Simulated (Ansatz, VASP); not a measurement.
# One calculation of AlP, two programs

```
Al P
1.0
     0.00000    2.73648    2.73648
     2.73648    0.00000    2.73648
     2.73648    2.73648    0.00000
Al P
1 1
Direct
  0.00000 0.00000 0.00000
  0.75000 0.75000 0.75000
```

Alike in both runs: task relaxation of the atoms; functional LDA; k mesh 1 × 1 × 1; occupations gaussian, width 0.1 eV; no spin polarisation.

```csv
,VASP,Ansatz
version,VASP 6.6.1,Ansatz 0.2.0
potentials or method,"VASP PAW LDA potentials, release 64 (Al, P), cutoff 450 eV","scalar-relativistic, plane waves, PAW"
valence electrons in the cell,8,8
```

```tsv
	VASP	Ansatz	Ansatz less VASP
gap on the k mesh at the Fermi level, each at its own relaxed structure (eV)	2.67	2.66	-0.010
```

LDA's correlation is that of Perdew and Zunger in VASP and of Perdew and Wang (1992) in Ansatz. Ansatz's warnings: stress scf threshold loose.

The k mesh is coarse, so the values compare programs but aren't converged. Noted on VASP's run: the relaxation stopped at its first step, so nothing moved.
